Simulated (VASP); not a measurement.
# Al2O3 (P-6m2) in VASP: a series of runs

The runs below take Al2O3 through single point, with PBE+D3(BJ).

All numbers are computed with VASP 6.6.1; they aren't measurements. Logs are shortened: lines on timing, memory, paths and dates and some standing lists are left out, and cuts for length are marked.

### 1 The cell of the first run

It takes space group P-6m2 (No. 187, hexagonal). The conventional cell has a = 2.884 Å, b = 2.884 Å, c = 9.057 Å, α = 90.00°, β = 90.00°, γ = 120.00°. Al (site symmetry 3m) has 6 O at 1.79 to 2.15 Å within 2.4 Å. Within 2.4 Å of O (site symmetry 3m) lie 3 Al at 1.79 Å. Within 2.8 Å of O (site symmetry -6m2) lie 6 Al at 2.15 Å and 6 O at 2.61 Å.

### 2 Single point, PBE+D3(BJ) (strain +0.000 along x and y, -0.030 along z)

File INCAR:

```
ALGO = Normal
EDIFF = 1E-7
ENCUT = 520
GGA = PE
ISIF = 2
ISMEAR = 0
IVDW = 12
LASPH = True
LCHARG = False
LREAL = False
LWAVE = False
NBANDS = 20
NELM = 60
PREC = Accurate
SIGMA = 0.05
```

File KPOINTS:

```
k-points
0
Gamma
  12 12 4
```

File POSCAR:

```
Al2O3
1.0
    2.8843249483      0.0000000000      0.0000000000
   -1.4421624742      2.4978986780      0.0000000000
    0.0000000000      0.0000000000      9.0566518262
Al O
2 3
Direct
    0.0000000000      0.0000000000      0.1499923300
    0.0000000000      0.0000000000      0.8500076700
    0.3333333333      0.6666666667      0.2223169200
    0.6666666667      0.3333333333      0.0000000000
    0.3333333333      0.6666666667      0.7776830800
```

Potentials or basis: VASP PAW PBE potentials, release 64 (Al, O).

Started as:

```
$ cat potpaw_PBE.64/Al/POTCAR potpaw_PBE.64/O/POTCAR > POTCAR
$ mpirun -np 1 vasp_std > vasp.out
```

OUTCAR:

```text
EDIFF = 1E-7
   ENCUT = 520
   GGA = PE
   ISIF = 2
   ISMEAR = 0
   IVDW = 12
   LASPH = True
   LREAL = False
   NELM = 60
   PREC = Accurate
 IVDW          = 12

 ion  position               nearest neighbor table
   1  0.000  0.000  0.150-   3 1.79   3 1.79   3 1.79   4 2.15   4 2.15   4 2.15   2 2.72
   2  0.000  0.000  0.850-   5 1.79   5 1.79   5 1.79   4 2.15   4 2.15   4 2.15   1 2.72
   3  0.333  0.667  0.222-   1 1.79   1 1.79   1 1.79
   4  0.667  0.333  0.000-   1 2.15   2 2.15   1 2.15   2 2.15   1 2.15   2 2.15
   5  0.333  0.667  0.778-   2 1.79   2 1.79   2 1.79

  LATTYP: Found a hexagonal cell.
 ALAT       =     2.8843249483
 C/A-ratio  =     3.1399554449

  Lattice vectors:

 A1 = (   2.8843249483,   0.0000000000,   0.0000000000)
 A2 = (  -1.4421624742,   2.4978986780,   0.0000000000)
 A3 = (   0.0000000000,   0.0000000000,   9.0566518262)

Analysis of symmetry for initial positions (statically):
=====================================================================
 Subroutine PRICEL returns:
 Original cell was already a primitive cell.

 Routine SETGRP: Setting up the symmetry group for a
 hexagonal supercell.

 Subroutine GETGRP returns: Found 12 space group operations
 (whereof 12 operations were pure point group operations)
 out of a pool of 24 trial point group operations.

The static configuration has the point symmetry D_3h.

Analysis of symmetry for dynamics (positions and initial velocities):
=====================================================================
 Subroutine PRICEL returns:
 Original cell was already a primitive cell.

 Routine SETGRP: Setting up the symmetry group for a
 hexagonal supercell.

 Subroutine GETGRP returns: Found 12 space group operations
 (whereof 12 operations were pure point group operations)
 out of a pool of 24 trial point group operations.

The dynamic configuration has the point symmetry D_3h.

 Subroutine INISYM returns: Found 12 space group operations
 (whereof 12 operations are pure point group operations),
 and found     1 'primitive' translations

----------------------------------------------------------------------------------------

                                     Primitive cell

  volume of cell :      65.2509

  direct lattice vectors                    reciprocal lattice vectors
     2.884324948  0.000000000  0.000000000     0.346701574  0.200168247  0.000000000
    -1.442162474  2.497898678  0.000000000     0.000000000  0.400336494  0.000000000
     0.000000000  0.000000000  9.056651826     0.000000000  0.000000000  0.110416081

  length of vectors
     2.884324948  2.884324948  9.056651826     0.400336494  0.400336494  0.110416081

  position of ions in fractional coordinates (direct lattice)
     0.000000000  0.000000000  0.149992330
     0.000000000  0.000000000  0.850007670
     0.333333333  0.666666667  0.222316920
     0.666666667  0.333333333  0.000000000
     0.333333333  0.666666667  0.777683080

  ion indices of the primitive-cell ions
   primitive index   ion index
                 1           1
                 2           2
                 3           3
                 4           4
                 5           5

----------------------------------------------------------------------------------------

 KPOINTS: k-points

Automatic generation of k-mesh.
 Grid dimensions read from file:
 generate k-points for:   12   12    4

 Generating k-lattice:

  Cartesian coordinates                     Fractional coordinates (reciprocal lattice)
     0.028891798  0.016680687  0.000000000     0.083333333 -0.000000000  0.000000000
     0.000000000  0.033361375  0.000000000     0.000000000  0.083333333  0.000000000
     0.000000000  0.000000000  0.027604020     0.000000000  0.000000000  0.250000000

  Length of vectors
     0.033361375  0.033361375  0.027604020

  Shift w.r.t. Gamma in fractional coordinates (k-lattice)
     0.000000000  0.000000000  0.000000000

 Subroutine IBZKPT returns following result:
 ===========================================

 Found     57 irreducible k-points:

[... 44 lines left out ...]
  free energy    TOTEN  =       -36.34372073 eV

  energy without entropy =      -36.34372073  energy(sigma->0) =      -36.34372073

 E-fermi :   1.5223     XC(G=0):  -8.6773

 val. band max:        1.2114307430   @ k =   0.1667   0.0000   0.0000
 cond. band min:       5.9488658361   @ k =   0.0000   0.0000   0.0000
 fundamental gap:      4.7374350931
 Fermi energy:         1.5222801694

 k-point     1 :       0.0000    0.0000    0.0000
  band No.  band energies     occupation
      1     -17.7918      2.00000
      2     -16.5374      2.00000
      3     -15.3586      2.00000
      4      -3.8145      2.00000
      5      -0.8908      2.00000
      6      -0.4825      2.00000
[... 12 lines left out ...]
     19      15.8642      0.00000
     20      15.9454      0.00000

 k-point     2 :       0.0833    0.0000    0.0000
  band No.  band energies     occupation
      1     -17.7057      2.00000
      2     -16.4738      2.00000
      3     -15.3305      2.00000
      4      -3.7718      2.00000
      5      -1.2468      2.00000
      6      -0.5786      2.00000
[... 12 lines left out ...]
     19      15.2573      0.00000
     20      16.0734      0.00000

 k-point     3 :       0.1667    0.0000    0.0000
  band No.  band energies     occupation
      1     -17.4567      2.00000
      2     -16.2941      2.00000
      3     -15.2582      2.00000
      4      -3.6978      2.00000
      5      -2.0935      2.00000
      6      -1.1655      2.00000
[... 12 lines left out ...]
     19      14.6583      0.00000
     20      15.4079      0.00000

 k-point     4 :       0.2500    0.0000    0.0000
  band No.  band energies     occupation
      1     -17.0749      2.00000
      2     -16.0339      2.00000
      3     -15.1776      2.00000
      4      -3.7844      2.00000
      5      -3.1461      2.00000
      6      -1.8818      2.00000
[... 429 lines left out ...]
 k-point    23 :       0.2500    0.0000    0.2500
  band No.  band energies     occupation
      1     -17.0748      2.00000
      2     -16.0341      2.00000
      3     -15.1774      2.00000
      4      -3.7848      2.00000
      5      -3.1448      2.00000
      6      -1.8802      2.00000
[... 12 lines left out ...]
     19      13.9112      0.00000
     20      15.1465      0.00000

 k-point    24 :       0.3333    0.0000    0.2500
  band No.  band energies     occupation
      1     -16.6171      2.00000
      2     -15.7541      2.00000
      3     -15.1419      2.00000
      4      -4.1631      2.00000
      5      -4.1192      2.00000
      6      -2.5875      2.00000
[... 12 lines left out ...]
     19      14.1173      0.00000
     20      15.2591      0.00000

 [... further k-points ...]

------------------------ aborting loop because EDIFF is reached ----------------------------------------

 Edisp (eV)   -0.85137

 E8    (eV) :    -0.3279

  FORCE on cell =-STRESS in cart. coord.  units (eV):
  Direction    XX          YY          ZZ          XY          YZ          ZX
  --------------------------------------------------------------------------------------
  -------------------------------------------------------------------------------------
  Total      -0.27354    -0.27354     2.03794     0.00000     0.00000     0.00000
  in kB      -6.71642    -6.71642    50.03978     0.00000     0.00000     0.00000
  external pressure =       12.20 kB  Pullay stress =        0.00 kB

 VOLUME and BASIS-vectors are now :
 -----------------------------------------------------------------------------
  energy-cutoff  :      520.00
  volume of cell :       65.25
      direct lattice vectors                 reciprocal lattice vectors
     2.884324948  0.000000000  0.000000000     0.346701574  0.200168247  0.000000000
    -1.442162474  2.497898678  0.000000000     0.000000000  0.400336494  0.000000000
     0.000000000  0.000000000  9.056651826     0.000000000  0.000000000  0.110416081

 POSITION                                       TOTAL-FORCE (eV/Angst)
 -----------------------------------------------------------------------------------
      0.00000      0.00000      1.35843        -0.000000      0.000000      0.311587
      0.00000      0.00000      7.69822        -0.000000      0.000000     -0.311587
     -0.00000      1.66527      2.01345         0.000000     -0.000000      0.380575
      1.44216      0.83263      0.00000        -0.000000     -0.000000      0.000000
     -0.00000      1.66527      7.04320         0.000000      0.000000     -0.380575
 -----------------------------------------------------------------------------------
    total drift:                                0.000000     -0.000000      0.000000

  FREE ENERGIE OF THE ION-ELECTRON SYSTEM (eV)
  ---------------------------------------------------
  free  energy   TOTEN  =       -37.1950923829 eV

  energy  without entropy=      -37.1950923829  energy(sigma->0) =      -37.19509238
```

It took 38 s on 1 thread of Intel Xeon 6975P-C (Granite Rapids), shared host; peak memory 0.22 GiB.

What came out:

- Free energy: -37.1951 eV
- Pressure: 1.2 GPa
- Largest force: 0.381 eV/Å
- Band gap on the k mesh: 4.74 eV, indirect (least direct gap 4.98 eV)
- Dispersion energy per atom: -0.170 eV

Forces in eV/Å, atoms in the order of the input:
```
Al   0.000  0.000  0.312
Al   0.000  0.000 -0.312
O    0.000  0.000  0.381
O    0.000  0.000  0.000
O    0.000  0.000 -0.381
```

Stress tensor (GPa, compression positive):
```
-0.67  0.00  0.00
 0.00 -0.67  0.00
 0.00  0.00  5.00
```

Caveat: the cell differs from its parent crystal (strain +0.000 along x and y, -0.030 along z).

### 3 Single point, PBE+D3(BJ) (strain -0.015 along x and y, +0.000 along z)

File INCAR:

```
SYSTEM = Al2O3
ALGO = Normal ; EDIFF = 1E-6
ENCUT = 520 ; GGA = PE
ISIF = 2 ; ISMEAR = 0
IVDW = 12 ; LASPH = .TRUE.
LCHARG = .FALSE. ; LREAL = .FALSE.
LWAVE = .FALSE. ; NBANDS = 20
NELM = 80 ; PREC = Accurate
SIGMA = 0.05
```

File KPOINTS:

```
k-points
0
G
  12 12 4
  0 0 0
```

Changes to POSCAR since step 2:

```diff
@@ -2,5 +2,5 @@
 1.0
-    2.8843249483      0.0000000000      0.0000000000
-   -1.4421624742      2.4978986780      0.0000000000
-    0.0000000000      0.0000000000      9.0566518262
+    2.8410600741      0.0000000000      0.0000000000
+   -1.4205300371      2.4604301978      0.0000000000
+    0.0000000000      0.0000000000      9.3367544600
 Al O
```

Potentials or basis: VASP PAW PBE potentials, release 64 (Al, O).

Started as:

```
$ cat potpaw_PBE.64/Al/POTCAR potpaw_PBE.64/O/POTCAR > POTCAR
$ mpirun -np 1 vasp_std > vasp.out
```

Wall time 33 s (1 thread of Intel Xeon 6975P-C (Granite Rapids), shared host); peak memory 0.22 GiB.

Results (log left out):

```yaml
Free_energy: -37.1961 eV
Pressure: 3.5 GPa
Largest_force: 0.407 eV/Å
Band_gap_on_the_k_mesh: 5.18 eV, indirect (least direct gap 5.43 eV)
Dispersion_energy_per_atom: -0.172 eV
```

Forces in eV/Å, atoms in the order of the input:
```
Al   0.000  0.000 -0.407
Al   0.000  0.000  0.407
O    0.000  0.000  0.326
O    0.000  0.000  0.000
O    0.000  0.000 -0.326
```

Stress tensor (GPa, compression positive):
```
 5.40  0.00  0.00
 0.00  5.40  0.00
 0.00  0.00 -0.26
```

Levels at points of the mesh, in eV from the valence-band top:
| k point | band 8 | band 9 | band 10 | band 11 | band 12 | band 13 | band 14 | band 15 | band 16 | band 17 |
| --- | --- | --- | --- | --- | --- | --- | --- | --- | --- | --- |
| (0.00, 0.00, 0.00) | -1.20 | -1.20 | -0.42 | -0.42 | -0.25 | 5.18 | 7.67 | 8.23 | 9.38 | 13.13 |
| (0.50, 0.00, 0.00) | -2.27 | -1.94 | -0.96 | -0.83 | -0.58 | 8.16 | 9.17 | 9.29 | 11.20 | 12.32 |
| (0.00, 0.00, 0.50) | -1.20 | -1.20 | -0.42 | -0.42 | -0.30 | 5.34 | 7.22 | 8.35 | 9.75 | 12.82 |
| (0.50, 0.00, 0.50) | -2.27 | -1.94 | -0.96 | -0.84 | -0.57 | 8.18 | 9.12 | 9.35 | 10.97 | 12.78 |

Caveat: the cell differs from its parent crystal (strain -0.015 along x and y, +0.000 along z). A k mesh can miss the band edges.

### 4 Single point, PBE+D3(BJ) (strain +0.000 along x and y, -0.015 along z)

File INCAR:

```
PREC = Accurate ; ENCUT = 520
EDIFF = 1E-6 ; ISMEAR = 0
SIGMA = 0.05 ; LREAL = F
LASPH = T ; NELM = 100
ALGO = Normal ; ISIF = 2
LWAVE = F ; LCHARG = T
GGA = PE ; IVDW = 12
LELF = T ; LVHAR = T
NBANDS = 20
```

File KPOINTS:

```
Automatic mesh
0
Gamma
  12 12 4
```

Changes to POSCAR since step 3:

```diff
@@ -2,5 +2,5 @@
 1.0
-    2.8410600741      0.0000000000      0.0000000000
-   -1.4205300371      2.4604301978      0.0000000000
-    0.0000000000      0.0000000000      9.3367544600
+    2.8843249483      0.0000000000      0.0000000000
+   -1.4421624742      2.4978986780      0.0000000000
+    0.0000000000      0.0000000000      9.1967031431
 Al O
```

Started as:

```
$ cat potpaw_PBE.64/Al/POTCAR potpaw_PBE.64/O/POTCAR > POTCAR
$ mpirun -np 1 vasp_std > vasp.out
```

Run time: 34 s. Hardware: 1 thread of Intel Xeon 6975P-C (Granite Rapids), shared host; peak memory 0.22 GiB.

The run converged. Its results:

```
Free energy                : -37.2172 eV
Pressure                   : -0.3 GPa
Largest force              : 0.176 eV/Å
Band gap on the k mesh     : 4.76 eV, indirect (least direct gap 5.00 eV)
Dispersion energy per atom : -0.169 eV
```

Forces on the atoms (eV/Å):
```
Al   0.000  0.000  0.112
Al   0.000  0.000 -0.112
O    0.000  0.000  0.176
O    0.000  0.000  0.000
O    0.000  0.000 -0.176
```

Stress tensor (GPa, compression positive):
```
-1.33  0.00  0.00
 0.00 -1.33  0.00
 0.00  0.00  1.69
```

Levels at points of the mesh, in eV from the valence-band top:
| k point | band 9 | band 10 | band 11 | band 12 | band 13 | band 14 | band 15 | band 16 |
| --- | --- | --- | --- | --- | --- | --- | --- | --- |
| (0.00, 0.00, 0.00) | -1.29 | -0.65 | -0.65 | -0.24 | 4.76 | 7.35 | 7.88 | 9.17 |
| (0.50, 0.00, 0.00) | -2.00 | -1.08 | -0.82 | -0.58 | 7.71 | 9.00 | 9.11 | 11.14 |
| (0.00, 0.00, 0.50) | -1.29 | -0.65 | -0.65 | -0.29 | 4.91 | 6.96 | 7.94 | 9.54 |
| (0.50, 0.00, 0.50) | -2.00 | -1.08 | -0.83 | -0.56 | 7.72 | 8.94 | 9.19 | 10.82 |

Caveat: the cell differs from its parent crystal (strain +0.000 along x and y, -0.015 along z). A k mesh can miss the band edges.

### 5 Single point, PBE+D3(BJ) (strain -0.015 along x and y, +0.015 along z)

Changes to INCAR since step 4:

```diff
@@ -3,3 +3,3 @@
 SIGMA = 0.05 ; LREAL = F
-LASPH = T ; NELM = 100
+LASPH = T ; NELM = 60
 ALGO = Normal ; ISIF = 2
```

KPOINTS is that of step 4.

Changes to POSCAR since step 4:

```diff
@@ -2,5 +2,5 @@
 1.0
-    2.8843249483      0.0000000000      0.0000000000
-   -1.4421624742      2.4978986780      0.0000000000
-    0.0000000000      0.0000000000      9.1967031431
+    2.8410600741      0.0000000000      0.0000000000
+   -1.4205300371      2.4604301978      0.0000000000
+    0.0000000000      0.0000000000      9.4768057769
 Al O
```

Started as:

```
$ cat potpaw_PBE.64/Al/POTCAR potpaw_PBE.64/O/POTCAR > POTCAR
$ mpirun -np 1 vasp_std > vasp.out
```

Wall time 36 s (1 thread of Intel Xeon 6975P-C (Granite Rapids), shared host); peak memory 0.22 GiB.

Results (log left out):

```yaml
Free_energy: -37.1858 eV
Pressure: 2.0 GPa
Largest_force: 0.570 eV/Å
Band_gap_on_the_k_mesh: 5.18 eV, indirect (least direct gap 5.43 eV)
Dispersion_energy_per_atom: -0.170 eV
```

Forces in eV/Å, atoms in the order of the input:
```
Al   0.000  0.000 -0.570
Al   0.000  0.000  0.570
O    0.000  0.000  0.119
O    0.000  0.000  0.000
O    0.000  0.000 -0.119
```

Stress tensor (GPa, compression positive):
```
 4.72  0.00  0.00
 0.00  4.72  0.00
 0.00  0.00 -3.44
```

Levels at points of the mesh, in eV from the valence-band top:
| k point | band 9 | band 10 | band 11 | band 12 | band 13 | band 14 | band 15 | band 16 |
| --- | --- | --- | --- | --- | --- | --- | --- | --- |
| (0.00, 0.00, 0.00) | -1.16 | -0.27 | -0.27 | -0.25 | 5.18 | 7.73 | 8.16 | 9.36 |
| (0.50, 0.00, 0.00) | -1.90 | -0.85 | -0.81 | -0.57 | 8.20 | 9.02 | 9.25 | 11.07 |
| (0.00, 0.00, 0.50) | -1.16 | -0.29 | -0.27 | -0.27 | 5.33 | 7.22 | 8.40 | 9.66 |
| (0.50, 0.00, 0.50) | -1.90 | -0.85 | -0.82 | -0.56 | 8.22 | 8.98 | 9.30 | 10.89 |

Caveat: the cell differs from its parent crystal (strain -0.015 along x and y, +0.015 along z).

### 6 Single point, PBE+D3(BJ) (strain -0.015 along x and y, +0.030 along z)

File INCAR:

```
PREC = Accurate ; ENCUT = 520
EDIFF = 1E-6 ; ISMEAR = 0
SIGMA = 0.05 ; LREAL = F
LASPH = T ; NELM = 100
ALGO = Normal ; ISIF = 2
LWAVE = F ; LCHARG = F
GGA = PE ; IVDW = 12
NBANDS = 20
```

KPOINTS is that of step 5.

Changes to POSCAR since step 5:

```diff
@@ -4,3 +4,3 @@
    -1.4205300371      2.4604301978      0.0000000000
-    0.0000000000      0.0000000000      9.4768057769
+    0.0000000000      0.0000000000      9.6168570938
 Al O
```

Potentials or basis: VASP PAW PBE potentials, release 64 (Al, O).

Started as:

```
$ cat potpaw_PBE.64/Al/POTCAR potpaw_PBE.64/O/POTCAR > POTCAR
$ mpirun -np 1 vasp_std > vasp.out
```

Wall time 31 s (1 thread of Intel Xeon 6975P-C (Granite Rapids), shared host); peak memory 0.22 GiB.

Results (log left out):

| Quantity | Value |
| --- | --- |
| Free energy | -37.1565 eV |
| Pressure | 0.6 GPa |
| Largest force | 0.715 eV/Å |
| Band gap on the k mesh | 5.16 eV, indirect (least direct gap 5.28 eV) |
| Dispersion energy per atom | -0.169 eV |

Forces in eV/Å, atoms in the order of the input:
```
Al   0.000  0.000 -0.715
Al   0.000  0.000  0.715
O    0.000  0.000 -0.083
O    0.000  0.000  0.000
O    0.000  0.000  0.083
```

Stress tensor (GPa, compression positive):
```
 4.11  0.00  0.00
 0.00  4.11  0.00
 0.00  0.00 -6.45
```

Levels at points of the mesh, in eV from the valence-band top:
| k point | band 10 | band 11 | band 12 | band 13 | band 14 | band 15 |
| --- | --- | --- | --- | --- | --- | --- |
| (0.00, 0.00, 0.00) | -0.24 | -0.12 | -0.12 | 5.16 | 7.79 | 8.09 |
| (0.50, 0.00, 0.00) | -0.79 | -0.73 | -0.56 | 8.22 | 8.88 | 9.24 |
| (0.00, 0.00, 0.50) | -0.28 | -0.12 | -0.12 | 5.31 | 7.23 | 8.44 |
| (0.50, 0.00, 0.50) | -0.80 | -0.73 | -0.56 | 8.24 | 8.84 | 9.27 |

Caveat: the cell differs from its parent crystal (strain -0.015 along x and y, +0.030 along z). A k mesh can miss the band edges.

### 7 Summary

```csv
cell,gap on the mesh (eV),pressure (GPa),largest force (eV/Å)
"a = 2.884, b = 2.884, c = 9.057 Å, angles 90.0, 90.0, 120.0°, 5 atoms",4.74,1.2,0.38
"a = 2.841, b = 2.841, c = 9.337 Å, angles 90.0, 90.0, 120.0°, 5 atoms",5.18,3.5,0.41
"a = 2.884, b = 2.884, c = 9.197 Å, angles 90.0, 90.0, 120.0°, 5 atoms",4.76,-0.3,0.18
"a = 2.841, b = 2.841, c = 9.477 Å, angles 90.0, 90.0, 120.0°, 5 atoms",5.18,2.0,0.57
"a = 2.841, b = 2.841, c = 9.617 Å, angles 90.0, 90.0, 120.0°, 5 atoms",5.16,0.6,0.72
```

Alike in all rows: task single point; level PBE+D3(BJ); potentials or basis VASP PAW PBE potentials, release 64 (Al, O); no spin polarisation; k mesh 12 × 12 × 4; cutoff (eV) 520; smearing gaussian 0.05 eV.

Absolute energies hang on the potentials; compare differences alone.
